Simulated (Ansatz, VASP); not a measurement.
**Ga in VASP and in Ansatz**

```xyz
4
Lattice="2.2319 -3.7932 0.0000 2.2319 3.7932 0.0000 0.0000 0.0000 4.5346" Properties=species:S:1:pos:R:3 pbc="T T T"
Ga    2.2319   -2.6115    0.3881
Ga    2.2319   -1.1817    2.6554
Ga    2.2319    2.6115    4.1466
Ga    2.2319    1.1817    1.8792
```

Alike in both runs: task single point; functional r2SCAN; k mesh 4 × 4 × 4; occupations fermi-dirac, width 0.1 eV; no spin polarisation.

|  | VASP | Ansatz |
| --- | --- | --- |
| version | VASP 6.6.1 | Ansatz 0.2.0 |
| potentials or method | VASP PAW PBE potentials, release 64 (Ga_d), cutoff 520 eV | plane waves (500 eV) with PAW, scalar-relativistic |
| valence electrons in the cell | 52 | 52 |

```tsv
	VASP	Ansatz	Ansatz less VASP
pressure (GPa)	0.0	-0.1	-0.11
traceless stress, the component that is largest in VASP (GPa)	-1.92	-1.88	+0.035
```

VASP's potentials were made for PBE, not for r2SCAN.

The k mesh is coarse, so the values compare programs but aren't converged.
